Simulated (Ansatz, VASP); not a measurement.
**One calculation of CsI, two programs**

```
CELL_PARAMETERS angstrom
4.56670 0.00000 0.00000
0.00000 4.56670 0.00000
0.00000 0.00000 4.56670
ATOMIC_POSITIONS crystal
Cs 0.00000 0.00000 0.00000
I 0.50000 0.50000 0.50000
```

Alike in both runs: task relaxation of cell and atoms; functional r2SCAN; dispersion rVV10; k mesh 6 × 6 × 6; occupations fermi-dirac, width 0.05 eV; no spin polarisation.

```csv
,VASP,Ansatz
version,VASP 6.6.1,Ansatz 0.2.0
potentials or method,"VASP PAW PBE potentials, release 64 (Cs_sv, I)","plane waves, PAW"
plane-wave cutoff (eV),550,500
valence electrons in the cell,16,26
```

|  | VASP | Ansatz | Ansatz less VASP |
| --- | --- | --- | --- |
| relaxed volume (Å³/atom) | 47.05 | 46.65 | -0.398 |
| relaxed cell length with the largest relative difference (Å) | 4.549 | 4.536 | -0.0129 |

VASP's potentials were made for PBE, not for r2SCAN. VASP's potentials hold 16 valence electrons a cell and Ansatz's 26, so a difference there can come from the potentials and not from the codes.

Spin-orbit coupling is off throughout.
